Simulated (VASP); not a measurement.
Write the native input for VASP 6.6.1 that does the following.

```
Task                   : single point
Functional             : r2SCAN
Potentials or basis    : VASP PAW PBE potentials, release 64 (Mg, S)
Cutoff                 : 520 eV
k mesh                 : 6 × 6 × 4
Occupations            : gaussian, width 0.01 eV
Spin                   : no spin polarisation
Dipole correction      : no
Further INCAR settings : ALGO = Normal; EDIFF = 1e-06; NBANDS = 16
```

Crystal: MgS.

```
CELL_PARAMETERS angstrom
4.02866 0.00000 0.00000
-2.01433 3.48893 0.00000
0.00000 0.00000 6.45422
ATOMIC_POSITIONS crystal
Mg 0.66667 0.33333 0.49712
Mg 0.33333 0.66667 0.99712
S 0.33333 0.66667 0.37788
S 0.66667 0.33333 0.87788
```

One way to write it, as run:

POSCAR

```
MgS
1.0
    4.0286647932      0.0000000000      0.0000000000
   -2.0143323966      3.4889260542      0.0000000000
    0.0000000000      0.0000000000      6.4542161851
Mg S
2 2
Direct
    0.6666666667      0.3333333333      0.4971196678
    0.3333333333      0.6666666667      0.9971196678
    0.3333333333      0.6666666667      0.3778793322
    0.6666666667      0.3333333333      0.8778793322
```

INCAR.step1

```
ALGO = Normal
EDIFF = 1E-4
ENCUT = 520
GGA = PE
ISMEAR = 0
LASPH = True
LCHARG = False
LREAL = False
LWAVE = True
NBANDS = 16
NELM = 60
PREC = Accurate
SIGMA = 0.01
```

INCAR.step2

```
ALGO = Normal
EDIFF = 1E-6
ENCUT = 520
ISIF = 2
ISMEAR = 0
ISTART = 1
LASPH = True
LCHARG = False
LMIXTAU = True
LREAL = False
LWAVE = False
METAGGA = R2SCAN
NBANDS = 16
NELM = 60
PREC = Accurate
SIGMA = 0.01
```

KPOINTS

```
k-points
0
Gamma
  6 6 4
```

Potentials or basis: VASP PAW PBE potentials, release 64 (Mg, S).

Run with:

```console
$ cat potpaw_PBE.64/Mg/POTCAR potpaw_PBE.64/S/POTCAR > POTCAR
$ cp INCAR.step1 INCAR
$ mpirun -np 1 vasp_std > vasp.out
$ cp INCAR.step2 INCAR
$ mpirun -np 1 vasp_std > vasp.out
```

Results of the run:

```
Pressure               : -0.3 GPa
Band gap on the k mesh : 4.13 eV
```

Caveat: the PAW data sets were made with another functional, which shifts forces and pressure a little.

It took 2.2 min on 1 thread of Intel(R) Xeon(R) Platinum 8259CL CPU @ 2.50GHz (Skylake/Cascade Lake) (shared host), peak memory 0.21 GiB.
